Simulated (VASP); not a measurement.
# Ni (Fm-3m) in VASP: notebook, part 2 of 2

VASP 6.6.1.

## (4) Single point, PBE, collinear spin, ferromagnetic start

INCAR reads:

```
SYSTEM = Ni
PREC = Accurate ; ENCUT = 520
EDIFF = 1E-6 ; ISMEAR = -1
SIGMA = 0.1 ; LREAL = .FALSE.
LASPH = .TRUE. ; NELM = 150
ALGO = Normal ; ISIF = 2
LWAVE = .FALSE. ; LCHARG = .FALSE.
ISPIN = 2 ; MAGMOM = 0.4 0.4
LORBIT = 11 ; LMAXMIX = 4
GGA = PE ; ISYM = 0
NBANDS = 21
```

KPOINTS reads:

```
regular mesh
0
G
  7 12 10
  0 0 0
```

POSCAR reads:

```
Ni
1.0
   -1.7771500000     -3.5543000000     -1.7771500000
   -1.7771500000      0.0000000000     -1.7771500000
    1.7771500000      0.0000000000     -1.7771500000
Ni
2
Direct
    0.0000000000      0.0000000000      0.0000000000
    0.5000000000      0.0000000000      0.5000000000
```

Potentials or basis: VASP PAW PBE potentials, release 64 (Ni).

Launch:

```bash
$ cat potpaw_PBE.64/Ni/POTCAR > POTCAR
$ mpirun -np 1 vasp_std > vasp.out
```

OUTCAR:

```text
SYSTEM = Ni
   PREC = Accurate
   ENCUT = 520
   EDIFF = 1E-6
   ISMEAR = -1
   LREAL = .FALSE.
   LASPH = .TRUE.
   NELM = 150
   ISIF = 2
   ISPIN = 2
   LORBIT = 11
   GGA = PE
   ISYM = 0

 ion  position               nearest neighbor table
   1  0.000  0.000  0.000-   2 2.51   2 2.51   2 2.51   2 2.51   2 2.51   2 2.51   2 2.51   2 2.51

   2  0.500  0.000  0.500-   1 2.51   1 2.51   1 2.51   1 2.51   1 2.51   1 2.51   1 2.51   1 2.51

IMPORTANT INFORMATION: All symmetrisations will be switched off!
NOSYMM: (Re-)initialisation of all symmetry stuff for point group C_1.

----------------------------------------------------------------------------------------

                                     Primitive cell

  volume of cell :      22.4508

  direct lattice vectors                    reciprocal lattice vectors
    -1.777150000 -3.554300000 -1.777150000     0.000000000 -0.281349351  0.000000000
    -1.777150000  0.000000000 -1.777150000    -0.281349351  0.281349351 -0.281349351
     1.777150000  0.000000000 -1.777150000     0.281349351  0.000000000 -0.281349351

  length of vectors
     4.353110696  2.513269632  2.513269632     0.281349351  0.487311371  0.397888069

  position of ions in fractional coordinates (direct lattice)
     0.000000000  0.000000000  0.000000000
     0.500000000  0.000000000  0.500000000

  ion indices of the primitive-cell ions
   primitive index   ion index
                 1           1
                 2           2

----------------------------------------------------------------------------------------

 KPOINTS: regular mesh

Automatic generation of k-mesh.
 Grid dimensions read from file:
 generate k-points for:    7   12   10

 Generating k-lattice:

  Cartesian coordinates                     Fractional coordinates (reciprocal lattice)
     0.000000000 -0.040192764  0.000000000     0.142857143  0.000000000  0.000000000
    -0.023445779  0.023445779 -0.023445779     0.000000000  0.083333333  0.000000000
     0.028134935  0.000000000 -0.028134935     0.000000000  0.000000000  0.100000000

  Length of vectors
     0.040192764  0.040609281  0.039788807

[... 118 lines left out ...]
  free energy    TOTEN  =       -10.98641403 eV

  energy without entropy =      -10.87543942  energy(sigma->0) =      -10.93092673

 E-fermi :   8.9324     XC(G=0): -13.0722

 val. band max:        8.9301569283   @ k =   0.1429  -0.4167   0.3000
 cond. band min:       8.9369862369   @ k =  -0.2857   0.1667   0.0000
 fundamental gap:      0.0068293085
 Fermi energy:         8.9323660962

 spin component 1

 k-point     1 :       0.0000    0.0000    0.0000
  band No.  band energies     occupation
      1       0.1451      1.00000
      2       4.4686      1.00000
      3       4.9052      1.00000
      4       6.5836      1.00000
      5       6.5896      1.00000
      6       6.5909      1.00000
[... 565 lines left out ...]
     20      32.8108      0.00000
     21      39.3177      0.00000

 [... further k-points ...]

 spin component 2

 k-point     1 :       0.0000    0.0000    0.0000
  band No.  band energies     occupation
      1       0.1113      1.00000
      2       4.8347      1.00000
      3       5.5290      1.00000
      4       7.3348      1.00000
      5       7.3388      1.00000
      6       7.3428      1.00000
[... 565 lines left out ...]
     20      32.9126      0.00000
     21      39.2924      0.00000

 [... further k-points ...]

------------------------ aborting loop because EDIFF is reached ----------------------------------------

  FORCE on cell =-STRESS in cart. coord.  units (eV):
  Direction    XX          YY          ZZ          XY          YZ          ZX
  --------------------------------------------------------------------------------------
  -------------------------------------------------------------------------------------
  Total       -0.7282066     -0.7335865     -0.7282143     -0.0018921     -0.0018925      0.0095537
  in kB      -51.9676343    -52.3515621    -51.9681822     -0.1350268     -0.1350526      0.6817888
  external PRESSURE =     -52.0957929 kB  Pullay stress =       0.0000000 kB

 VOLUME and BASIS-vectors are now :
 -----------------------------------------------------------------------------
  energy-cutoff  :      520.00
  volume of cell :       22.45
      direct lattice vectors                 reciprocal lattice vectors
    -1.777150000 -3.554300000 -1.777150000     0.000000000 -0.281349351  0.000000000
    -1.777150000  0.000000000 -1.777150000    -0.281349351  0.281349351 -0.281349351
     1.777150000  0.000000000 -1.777150000     0.281349351  0.000000000 -0.281349351

 POSITION                                       TOTAL-FORCE (eV/Angst)
 -----------------------------------------------------------------------------------
      0.00000      0.00000      0.00000        -0.000000     -0.000000      0.000001
      0.00000     -1.77715     -1.77715         0.000000      0.000000     -0.000001
 -----------------------------------------------------------------------------------
    total drift:                                0.000000     -0.000001     -0.000000

  FREE ENERGIE OF THE ION-ELECTRON SYSTEM (eV)
  ---------------------------------------------------
  free  energy   TOTEN  =       -10.9864140348 eV

  energy  without entropy=      -10.8754394215  energy(sigma->0) =      -10.93092673

 total charge

# of ion       s       p       d       tot
------------------------------------------
    1        0.485   0.471   8.300   9.256
    2        0.485   0.471   8.300   9.256
--------------------------------------------------
tot          0.970   0.942  16.600  18.512

 magnetization (x)

# of ion       s       p       d       tot
------------------------------------------
    1       -0.006  -0.024   0.679   0.650
    2       -0.006  -0.024   0.679   0.650
--------------------------------------------------
tot         -0.012  -0.048   1.359   1.299
```

stdout:

```text
POSCAR found type information on POSCAR Ni
 POSCAR found :  1 types and       2 ions
 scaLAPACK will be used
 LDA part: xc-table for (Slater+PW92), standard interpolation
 -----------------------------------------------------------------------------
|                                                                             |
|           W    W    AA    RRRRR   N    N  II  N    N   GGGG   !!!           |
|           W    W   A  A   R    R  NN   N  II  NN   N  G    G  !!!           |
|           W    W  A    A  R    R  N N  N  II  N N  N  G       !!!           |
|           W WW W  AAAAAA  RRRRR   N  N N  II  N  N N  G  GGG   !            |
|           WW  WW  A    A  R   R   N   NN  II  N   NN  G    G                |
|           W    W  A    A  R    R  N    N  II  N    N   GGGG   !!!           |
|                                                                             |
|     Your reciprocal lattice and k-lattice belong to different lattice       |
|     classes:                                                                |
|                                                                             |
|        The reciprocal lattice is simple tetragonal,                         |
|        whereas your k-lattice is simple monoclinic.                         |
|                                                                             |
|     Results are often still useful ...                                      |
|                                                                             |
 -----------------------------------------------------------------------------

 POSCAR, INCAR and KPOINTS ok, starting setup
 FFT: planning ... GRIDC
 FFT: planning ... GRID_SOFT
 FFT: planning ... GRID
 WAVECAR not read
 entering main loop
```

Run time: 4.8 min. Hardware: 1 thread of Intel Xeon 6455B, shared host; peak memory 0.36 GiB.

Results:

```yaml
Free_energy: -10.9864 eV
Pressure: -5.2 GPa
Net_moment: 1.27 μB per cell
Site_moments: Ni +0.65 μB
Valence_electrons_inside_the_program's_atomic_spheres: Ni 9.26
```

Caveat: the cell stands under tension.
